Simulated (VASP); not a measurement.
# BO (R3m) in VASP: notebook

BO is run at these levels: PBE; tasks: single point, relaxation of cell and atoms.

Everything below comes from runs of VASP 6.6.1. Logs are shortened: lines on timing, memory, paths and dates and some standing lists are left out, and cuts for length are marked.

### 1 The cell of the first run

Symmetry: R3m, No. 160, trigonal system. Conventional cell: a = 2.393 Å, b = 2.393 Å, c = 13.938 Å, α = 90.00°, β = 90.00°, γ = 120.00°. B (site symmetry 3m) has 3 O at 1.51 Å within 2.0 Å. O (site symmetry 3m) has 3 B at 1.51 Å within 2.0 Å.

### 2 Single point, PBE

INCAR reads:

```
SYSTEM = BO
  PREC = Accurate
  ENCUT = 520
  EDIFF = 1E-6
  ISMEAR = 0
  SIGMA = 0.1
  LREAL = .FALSE.
  LASPH = .TRUE.
  NELM = 60
  ALGO = Normal
  ISIF = 2
  LWAVE = .FALSE.
  LCHARG = .FALSE.
  GGA = PE
  NBANDS = 12
```

KPOINTS reads:

```
regular mesh
0
G
  12 12 12
  0 0 0
```

POSCAR reads:

```
BO
1.0
    1.1963346438      0.6907041287      4.6458589500
   -1.1963346438      0.6907041287      4.6458589500
    0.0000000000     -1.3814082573      4.6458589500
B O
1 1
Direct
    0.7337174789      0.7337174789      0.7337174789
    0.0241121811      0.0241121811      0.0241121811
```

Potentials or basis: VASP PAW PBE potentials, release 64 (B, O).

Command:

```sh
> cat potpaw_PBE.64/B/POTCAR potpaw_PBE.64/O/POTCAR > POTCAR
> mpirun -np 1 vasp_std > vasp.out
```

OUTCAR:

```text
SYSTEM = BO
   PREC = Accurate
   ENCUT = 520
   EDIFF = 1E-6
   ISMEAR = 0
   LREAL = .FALSE.
   LASPH = .TRUE.
   NELM = 60
   ISIF = 2
   GGA = PE

 ion  position               nearest neighbor table
   1  0.734  0.734  0.734-   2 1.51   2 1.51   2 1.51
   2  0.024  0.024  0.024-   1 1.51   1 1.51   1 1.51

  LATTYP: Found a trigonal (rhomboedric) cell.
 ALAT       =     4.8468849952
 COS(alpha) =     0.8781543794

  Lattice vectors:

 A1 = (   1.1963346438,   0.6907041287,   4.6458589500)
 A2 = (  -1.1963346438,   0.6907041287,   4.6458589500)
 A3 = (   0.0000000000,  -1.3814082573,   4.6458589500)

Analysis of symmetry for initial positions (statically):
=====================================================================
 Subroutine PRICEL returns:
 Original cell was already a primitive cell.

 Routine SETGRP: Setting up the symmetry group for a
 trigonal (rhombohedral) supercell.

 Subroutine GETGRP returns: Found  6 space group operations
 (whereof  6 operations were pure point group operations)
 out of a pool of 12 trial point group operations.

The static configuration has the point symmetry C_3v.

Analysis of symmetry for dynamics (positions and initial velocities):
=====================================================================
 Subroutine PRICEL returns:
 Original cell was already a primitive cell.

 Routine SETGRP: Setting up the symmetry group for a
 trigonal (rhombohedral) supercell.

 Subroutine GETGRP returns: Found  6 space group operations
 (whereof  6 operations were pure point group operations)
 out of a pool of 12 trial point group operations.

The dynamic configuration has the point symmetry C_3v.

 Subroutine INISYM returns: Found  6 space group operations
 (whereof  6 operations are pure point group operations),
 and found     1 'primitive' translations

----------------------------------------------------------------------------------------

                                     Primitive cell

  volume of cell :      23.0336

  direct lattice vectors                    reciprocal lattice vectors
     1.196334644  0.690704129  4.645858950     0.417943259  0.241299653  0.071748483
    -1.196334644  0.690704129  4.645858950    -0.417943259  0.241299653  0.071748483
     0.000000000 -1.381408257  4.645858950     0.000000000 -0.482599306  0.071748483

  length of vectors
     4.846884995  4.846884995  4.846884995     0.487903613  0.487903613  0.487903613

  position of ions in fractional coordinates (direct lattice)
     0.733717479  0.733717479  0.733717479
     0.024112181  0.024112181  0.024112181

  ion indices of the primitive-cell ions
   primitive index   ion index
                 1           1
                 2           2

----------------------------------------------------------------------------------------

 KPOINTS: regular mesh

Automatic generation of k-mesh.
 Grid dimensions read from file:
 generate k-points for:   12   12   12

 Generating k-lattice:

  Cartesian coordinates                     Fractional coordinates (reciprocal lattice)
     0.034828605  0.020108304  0.005979040     0.083333333  0.000000000 -0.000000000
    -0.034828605  0.020108304  0.005979040     0.000000000  0.083333333 -0.000000000
     0.000000000 -0.040216609  0.005979040     0.000000000  0.000000000  0.083333333

  Length of vectors
     0.040658634  0.040658634  0.040658634

  Shift w.r.t. Gamma in fractional coordinates (k-lattice)
     0.000000000  0.000000000  0.000000000

 Subroutine IBZKPT returns following result:
 ===========================================

 Found    189 irreducible k-points:

 Following reciprocal coordinates:
            Coordinates               Weight
  0.000000  0.000000  0.000000      1.000000
  0.083333 -0.000000 -0.000000      6.000000
  0.166667 -0.000000 -0.000000      6.000000
  0.250000  0.000000  0.000000      6.000000
  0.333333 -0.000000  0.000000      6.000000
  0.416667  0.000000  0.000000      6.000000
[... 16 lines left out ...]
  0.500000  0.166667 -0.000000     12.000000
 -0.416667  0.166667 -0.000000     12.000000
 [... further k-points ...]
   k-points           NKPTS =    189   k-points in BZ     NKDIM =    189   number of bands    NBANDS=     12
   number of dos      NEDOS =    301   number of ions     NIONS =      2
   total plane-waves  NPLWV =  46656
   dimension x,y,z NGX =    36 NGY =   36 NGZ =   36
   dimension x,y,z NGXF=    72 NGYF=   72 NGZF=   72
   ions per type =               1   1
   NGX,Y,Z   is equivalent  to a cutoff of  12.35, 12.35, 12.35 a.u.
   NGXF,Y,Z  is equivalent  to a cutoff of  24.70, 24.70, 24.70 a.u.
 SYSTEM =  BO
   PREC   = accura    normal or accurate (medium, high low for compatibility)
   ISTART =      0    job   : 0-new  1-cont  2-samecut
   ICHARG =      2    charge: 1-file 2-atom 10-const
   ISPIN  =      1    spin polarized calculation?
   LNONCOLLINEAR =      F non collinear calculations
   LSORBIT =      F    spin-orbit coupling
   LASPH  =      T    aspherical Exc in radial PAW
   ENCUT  =  520.0 eV  38.22 Ry    6.18 a.u.   9.01  9.01  9.01*2*pi/ulx,y,z
   NELM   =     60;   NELMIN=  2; NELMDL= -5     # of ELM steps
   EDIFF  = 0.1E-05   stopping-criterion for ELM
   LREAL  =      F    real-space projection
   EDIFFG = 0.1E-04   stopping-criterion for IOM
   NSW    =      0    number of steps for IOM
   IBRION =     -1    ionic relax: 0-MD 1-quasi-New 2-CG
   NFREE  =      0    steps in history (QN), initial steepest desc. (CG)
   ISIF   =      2    stress and relaxation
   ISYM   =      2    0-nonsym 1-usesym 2-fastsym
   POTIM  = 0.5000    time-step for ionic-motion
   TEBEG  =    0.0;   TEEND  =   0.0 temperature during run
   PSTRESS=    0.0 pullay stress
   NELECT =       9.0000    total number of electrons
   NUPDOWN=      -1.0000    fix difference up-down
   EMIN   =  10.00;   EMAX   =-10.00  energy-range for DOS
   EFERMI =   0.00;   METHOD = LEGACY
   ISMEAR =     0;   SIGMA  =   0.10  broadening in eV -4-tet -1-fermi 0-gaus
   EFERMI_NEDOS =   21; number of points for ismear=-14 and -15
   IALGO  =     38    algorithm
   IMIX   =      4    mixing-type and parameters
     AMIX     =   0.40;   BMIX     =  1.00
     AMIX_MAG =   1.60;   BMIX_MAG =  1.00
  volume/ion in A,a.u.               =      11.52        77.72
  Fermi-wavevector in a.u.,A,eV,Ry     =   1.196837  2.261694 19.489240  1.432419
  Thomas-Fermi vector in A             =   2.332767
   LORBIT       =      0    0 simple, 1 ext, 2 COOP (PROOUT), +10 PAW based schemes
   GGA     = PE    functional components
   LHFCALC =     F    Hartree Fock is set to
   AEXX    =    0.0000 exact exchange contribution
   IVDW    =     0    specifies the selected vdW correction
   LEPSILON=     F    determine dielectric tensor
   LRPA    =     F    only Hartree local field effects (RPA)
 non-spin polarized calculation
 Gauss-broadening in eV      SIGMA  =   0.10
  energy-cutoff  :      520.00
  volume of cell :       23.03
 maximum number of plane-waves:       648
   NGX = 19   NGY = 19   NGZ = 19

 number of electron       9.0000001 magnetization

 Free energy of the ion-electron system (eV)
  ---------------------------------------------------
  ext. energy  EPLUGINS =         0.00000000
  ---------------------------------------------------
  free energy    TOTEN  =       -12.99098463 eV

  energy without entropy =      -12.98072400  energy(sigma->0) =      -12.98585432

 E-fermi :   2.8333     XC(G=0):  -8.9083

 val. band max:        2.8330559820   @ k =  -0.2500  -0.3333   0.0833
 cond. band min:       2.8363959857   @ k =   0.5000   0.0833   0.0833
 fundamental gap:      0.0033400037
 Fermi energy:         2.8333426862

 k-point     1 :       0.0000    0.0000    0.0000
  band No.  band energies     occupation
      1     -22.9165      2.00000
      2      -7.0453      2.00000
      3      -3.1566      2.00000
      4      -3.1566      2.00000
      5       0.5975      2.00000
      6       9.6284      0.00000
      7      10.0675      0.00000
      8      10.8373      0.00000
      9      10.8373      0.00000
     10      18.2324      0.00000
     11      26.3818      0.00000
     12      28.3582      0.00000

 k-point     2 :       0.0833   -0.0000   -0.0000
  band No.  band energies     occupation
      1     -22.7841      2.00000
      2      -6.9027      2.00000
      3      -3.7821      2.00000
      4      -3.3494      2.00000
      5       0.7838      2.00000
      6       9.6719      0.00000
      7      10.2360      0.00000
      8      10.9849      0.00000
      9      11.1200      0.00000
     10      18.3440      0.00000
     11      24.9477      0.00000
     12      27.9372      0.00000

 k-point     3 :       0.1667   -0.0000   -0.0000
  band No.  band energies     occupation
      1     -22.3991      2.00000
      2      -6.5063      2.00000
      3      -5.2932      2.00000
      4      -3.8379      2.00000
      5       1.2633      2.00000
      6       9.2668      0.00000
      7      10.5290      0.00000
      8      11.8119      0.00000
      9      11.9472      0.00000
     10      18.3575      0.00000
     11      23.1432      0.00000
     12      26.6125      0.00000
[... 286 lines left out ...]
 k-point    23 :       0.5000    0.1667   -0.0000
  band No.  band energies     occupation
      1     -20.2448      2.00000
      2     -10.0467      2.00000
      3      -6.8382      2.00000
      4      -4.1211      2.00000
      5       3.2327      0.00000
      6       8.3230      0.00000
      7      11.4917      0.00000
      8      13.2829      0.00000
      9      14.7361      0.00000
     10      17.4043      0.00000
     11      18.9514      0.00000
     12      22.6394      0.00000

 k-point    24 :      -0.4167    0.1667   -0.0000
  band No.  band energies     occupation
      1     -20.0069      2.00000
      2     -10.4618      2.00000
      3      -7.0132      2.00000
      4      -3.8761      2.00000
      5       3.3594      0.00000
      6       7.9561      0.00000
      7      11.8438      0.00000
      8      13.2460      0.00000
      9      15.0882      0.00000
     10      17.1450      0.00000
     11      18.6931      0.00000
     12      22.9313      0.00000

 [... further k-points ...]

------------------------ aborting loop because EDIFF is reached ----------------------------------------

  FORCE on cell =-STRESS in cart. coord.  units (eV):
  Direction    XX          YY          ZZ          XY          YZ          ZX
  --------------------------------------------------------------------------------------
  -------------------------------------------------------------------------------------
  Total        0.1134337      0.1134337      0.0114901      0.0000000      0.0000000     -0.0000000
  in kB        7.8902507      7.8902507      0.7992328      0.0000000      0.0000000     -0.0000000
  external PRESSURE =       5.5265781 kB  Pullay stress =       0.0000000 kB

 VOLUME and BASIS-vectors are now :
 -----------------------------------------------------------------------------
  energy-cutoff  :      520.00
  volume of cell :       23.03
      direct lattice vectors                 reciprocal lattice vectors
     1.196334644  0.690704129  4.645858950     0.417943259  0.241299653  0.071748483
    -1.196334644  0.690704129  4.645858950    -0.417943259  0.241299653  0.071748483
     0.000000000 -1.381408257  4.645858950     0.000000000 -0.482599306  0.071748483

 POSITION                                       TOTAL-FORCE (eV/Angst)
 -----------------------------------------------------------------------------------
      0.00000      0.00000     10.22624         0.000000     -0.000000     -0.001029
      0.00000      0.00000      0.33607         0.000000      0.000000      0.001029
 -----------------------------------------------------------------------------------
    total drift:                                0.000000     -0.000000     -0.000675

  FREE ENERGIE OF THE ION-ELECTRON SYSTEM (eV)
  ---------------------------------------------------
  free  energy   TOTEN  =       -12.9909846292 eV

  energy  without entropy=      -12.9807240014  energy(sigma->0) =      -12.98585432
```

It took 3 min on 1 thread of Oxide Virtual Turin-like, shared host; peak memory 0.19 GiB.

Results:

| Item | Value |
| --- | --- |
| Free energy | -12.9910 eV |
| Pressure | 0.6 GPa |
| Band gap on the k mesh | zero (an odd number of electrons rules out a gap without spin polarisation) |

Caveat: an odd number of electrons without spin polarisation forces a metal; a magnetic or distorted state may lie lower.

### 3 Relaxation of cell and atoms, PBE

This run uses another cell than the first one, of 11.43 Å³/atom.

INCAR reads:

```
PREC = Accurate
ENCUT = 600
EDIFF = 1E-7
ISMEAR = 0
SIGMA = 0.1
LREAL = F
LASPH = T
NELM = 100
ALGO = Fast
ISIF = 3
LWAVE = F
LCHARG = F
GGA = PE
IBRION = 2
NSW = 90
EDIFFG = -0.04
```

KPOINTS reads:

```
regular mesh
0
Gamma
  12 12 12
```

POSCAR reads:

```
BO
1.0
    1.1947850717      0.6898094828      4.6246194524
   -1.1947850717      0.6898094828      4.6246194524
    0.0000000000     -1.3796189655      4.6246194524
B O
1 1
Direct
    0.7339745244      0.7339745244      0.7339745244
    0.0238551356      0.0238551356      0.0238551356
```

Potentials or basis: VASP PAW PBE potentials, release 64 (B, O).

Command:

```sh
> cat potpaw_PBE.64/B/POTCAR potpaw_PBE.64/O/POTCAR > POTCAR
> mpirun -np 1 vasp_std > vasp.out
```

Run time: 4.7 min. Hardware: 1 thread of Oxide Virtual Turin-like, shared host; peak memory 0.22 GiB.

The run converged. Its results:

```yaml
Free_energy: -12.9964 eV
Relaxed_volume: 11.49 Å³/atom
Relaxed_cell: a = 4.822 Å, b = 4.822 Å, c = 4.822 Å, α = 28.79°, β = 28.79°, γ = 28.79°
Space_group_after_relaxing_to_0.1_Å: R3m (No. 160)
Energy_gained_by_relaxing: 0.2 meV/atom
Ionic_steps: 2
Pressure_after_relaxing: -0.2 GPa
Largest_force_after_relaxing: 0.027 eV/Å
Band_gap_on_the_k_mesh: zero (an odd number of electrons rules out a gap without spin polarisation)
```

Forces in eV/Å, atoms in the order of the input:
```
B    0.000  0.000  0.027
O    0.000  0.000 -0.027
```

Stress tensor (GPa, compression positive):
```
-0.27  0.00  0.00
 0.00 -0.27  0.00
 0.00  0.00  0.08
```

The path:
```tsv
step	energy change (eV)	largest force (eV/Å)	pressure (GPa)	volume (Å³)
1	0.0000	0.0756	0.51	22.87
2	-0.0005	0.0273	-0.16	22.99
```

Final structure:
```
CELL_PARAMETERS angstrom
1.19863 0.69203 4.61909
-1.19863 0.69203 4.61909
0.00000 -1.38406 4.61909
ATOMIC_POSITIONS crystal
B 0.73371 0.73371 0.73371
O 0.02412 0.02412 0.02412
```

Levels at points of the mesh, in eV from the Fermi level:
```
           k point  band 2  band 3  band 4  band 5  band 6  band 7  band 8
(0.00, 0.00, 0.00)   -9.86   -6.04   -6.04   -2.23    6.72    7.26    7.94
(0.50, 0.00, 0.00)  -13.72   -8.32   -6.88    0.03    4.21    9.17   10.61
(0.50, 0.50, 0.00)  -13.71   -8.32   -6.92    0.01    4.29    8.82   10.65
(0.50, 0.50, 0.50)  -10.10   -6.04   -6.04   -1.11    5.06    7.46    7.95
```

Caveat: an odd number of electrons without spin polarisation forces a metal; a magnetic or distorted state may lie lower.

### 4 Single point, PBE, collinear spin, ferromagnetic start

INCAR reads:

```
PREC     = Accurate       # precision mode
ENCUT    = 520            # plane-wave cutoff, eV
EDIFF    = 1E-6           # SCF threshold, eV
ISMEAR   = 0              # smearing method
SIGMA    = 0.1            # smearing width, eV
LREAL    = F              # projectors in reciprocal space
LASPH    = T              # aspherical terms in the spheres
NELM     = 150            # most SCF steps
ALGO     = Normal         # electronic algorithm
ISIF     = 2              # what is computed and relaxed
LWAVE    = F              # write WAVECAR
LCHARG   = T              # write CHGCAR
ISPIN    = 2              # spin polarisation
MAGMOM   = 0 1            # initial moments
LORBIT   = 11             # projections on sites
GGA      = PE             # functional
LELF     = T              # ELF
LVHAR    = T            
NBANDS   = 16             # bands
```

KPOINTS is that of step 3.

POSCAR reads:

```
BO
1.0
    1.1963346438      0.6907041287      4.6458589500
   -1.1963346438      0.6907041287      4.6458589500
    0.0000000000     -1.3814082573      4.6458589500
B O
1 1
Direct
    0.2662825211      0.2662825211      0.2662825211
    0.9758878189      0.9758878189      0.9758878189
```

Command:

```sh
> cat potpaw_PBE.64/B/POTCAR potpaw_PBE.64/O/POTCAR > POTCAR
> mpirun -np 1 vasp_std > vasp.out
```

It took 8.2 min on 1 thread of Oxide Virtual Turin-like, shared host; peak memory 0.26 GiB.

Results (log left out):

* Free energy: -13.1106 eV
* Pressure: 3.5 GPa
* Largest force: 0.993 eV/Å
* Net moment: 0.84 μB per cell
* Site moments: B +0.35; O +0.12 μB
* Valence electrons inside the program's atomic spheres: B 1.84; O 5.20

Forces on the atoms (eV/Å):
```
B    0.000  0.000  0.993
O    0.000  0.000 -0.993
```

Stress tensor (GPa, compression positive):
```
 7.51  0.00  0.00
 0.00  7.51  0.00
 0.00  0.00 -4.49
```

Levels at points of the mesh, in eV from the Fermi level:
Spin up:
```tsv
k point	band 2	band 3	band 4	band 5	band 6	band 7	band 8	band 9
(0.00, 0.00, 0.00)	-10.21	-6.01	-6.01	-2.80	6.64	6.98	7.99	7.99
(0.50, 0.00, 0.00)	-13.71	-8.28	-7.10	-0.71	3.91	9.05	10.46	11.21
(0.50, 0.50, 0.00)	-13.70	-8.28	-7.14	-0.71	3.95	8.75	10.49	12.56
(0.50, 0.50, 0.50)	-10.44	-6.01	-6.01	-1.76	4.87	7.39	7.99	7.99
```
Spin down:
| k point | band 1 | band 2 | band 3 | band 4 | band 5 | band 6 | band 7 | band 8 | band 9 |
| --- | --- | --- | --- | --- | --- | --- | --- | --- | --- |
| (0.00, 0.00, 0.00) | -25.57 | -9.32 | -5.85 | -5.85 | -1.09 | 7.14 | 7.68 | 8.63 | 8.63 |
| (0.50, 0.00, 0.00) | -22.87 | -13.50 | -8.11 | -6.61 | 1.74 | 5.09 | 9.77 | 11.40 | 11.58 |
| (0.50, 0.50, 0.00) | -22.87 | -13.49 | -8.11 | -6.64 | 1.66 | 5.27 | 9.32 | 11.44 | 12.88 |
| (0.50, 0.50, 0.50) | -25.57 | -9.53 | -5.85 | -5.85 | 0.13 | 5.32 | 7.92 | 8.63 | 8.63 |

Caveat: the stress differs along the axes, from -4 to 8 GPa.

### 5 Overview

| task | spin | cell | cutoff (eV) | gap on the mesh (eV) | pressure (GPa) | largest force (eV/Å) |
| --- | --- | --- | --- | --- | --- | --- |
| single point | off | a = 4.847 Å, angles 28.6°, 2 atoms, atomic positions A | 520 | none | 0.6 | - |
| relaxation of cell and atoms | off | relaxed from a = 4.826 Å, angles 28.7°, 2 atoms, atomic positions B | 600 | none | -0.2 | 0.03 |
| single point | collinear, ferromagnetic start | a = 4.847 Å, angles 28.6°, 2 atoms, atomic positions A | 520 | none | 3.5 | 0.99 |

Alike in all rows: level PBE; potentials or basis VASP PAW PBE potentials, release 64 (B, O); k mesh 12 × 12 × 12; smearing gaussian 0.1 eV.

Caveats: an odd number of electrons without spin polarisation forces a metal (at least some runs); a magnetic or distorted state may lie lower (at least some runs); the stress differs along the axes, from -4 to 8 GPa (at least some runs).

Absolute energies hang on the potentials; compare differences alone.

The gap in the log of VASP goes by the Fermi energy; the results here count the filled bands.